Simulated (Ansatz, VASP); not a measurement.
**Two plane-wave programs on Al12HO**

```
CELL_PARAMETERS angstrom
5.71352 0.00000 0.00000
0.00000 5.71352 0.00000
0.00000 0.00000 22.17470
ATOMIC_POSITIONS crystal
Al 0.25000 0.25000 0.18039
Al 0.25000 0.75000 0.18039
Al 0.75000 0.25000 0.18039
Al 0.75000 0.75000 0.18039
Al 0.00000 0.00000 0.27441
Al 0.00000 0.50000 0.27441
Al 0.50000 0.00000 0.27441
Al 0.50000 0.50000 0.27441
Al 0.25000 0.25000 0.36865
Al 0.25000 0.75000 0.36865
Al 0.75000 0.25000 0.36865
Al 0.75000 0.75000 0.36865
O 0.00000 0.00000 0.36189
H 0.00000 0.00000 0.40698
```

Alike in both runs: task single point; functional PBE; k mesh 5 × 5 × 1; occupations gaussian, width 0.1 eV; collinear spin.

|  | VASP | Ansatz |
| --- | --- | --- |
| version | VASP 6.6.1 | Ansatz 0.2.0 |
| potentials or method | VASP PAW PBE potentials, release 64 (Al, O, H), cutoff 520 eV | scalar-relativistic, plane waves, PAW |
| valence electrons in the cell | 43 | 43 |

|  | VASP | Ansatz | Ansatz less VASP |
| --- | --- | --- | --- |
| gap on the k mesh at the Fermi level (eV) | none | none | - |
| rms of the force components (eV/Å) | 0.929 | 0.932 | +0.0032 |
| net moment per atom (μB) | 0.00 | 0.00 | 0.000 |

Atom by atom the forces differ by 0.022 eV/Å (rms over components). A gap of «none» marks a metal or a gap that the smearing closes. Ansatz's warnings: seeded moment not kept.
